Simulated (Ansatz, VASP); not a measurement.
## Bi: VASP beside Ansatz

```
Bi
1.0
     3.49058    0.00000    0.00000
     0.00000    3.49058    0.00000
     0.00000    0.00000   23.40460
Bi
4
Direct
  0.25000 0.25000 0.35023
  0.75000 0.75000 0.44592
  0.25000 0.25000 0.55408
  0.75000 0.75000 0.64977
```

Alike in both runs: task single point; functional PBEsol; k mesh 11 × 11 × 1; occupations fermi-dirac, width 0.05 eV; no spin polarisation.

|  | VASP | Ansatz |
| --- | --- | --- |
| version | VASP 6.6.1 | Ansatz 0.2.0 |
| potentials or method | VASP PAW PBE potentials, release 64 (Bi_d) | PAW with Ansatz's default frozen-core files, scalar-relativistic |
| plane-wave cutoff (eV) | 520 | 420 |
| valence electrons in the cell | 60 | 60 |

|  | VASP | Ansatz | Ansatz less VASP |
| --- | --- | --- | --- |
| rms of the force components (eV/Å) | 0.005 | 0.004 | -0.0010 |

VASP's potentials were made for PBE, not for PBEsol. Atom by atom the forces differ by 0.001 eV/Å (rms over components). With one functional, cell and mesh, what is left measures potentials, basis and numerics.

Neither program's run includes spin-orbit coupling.
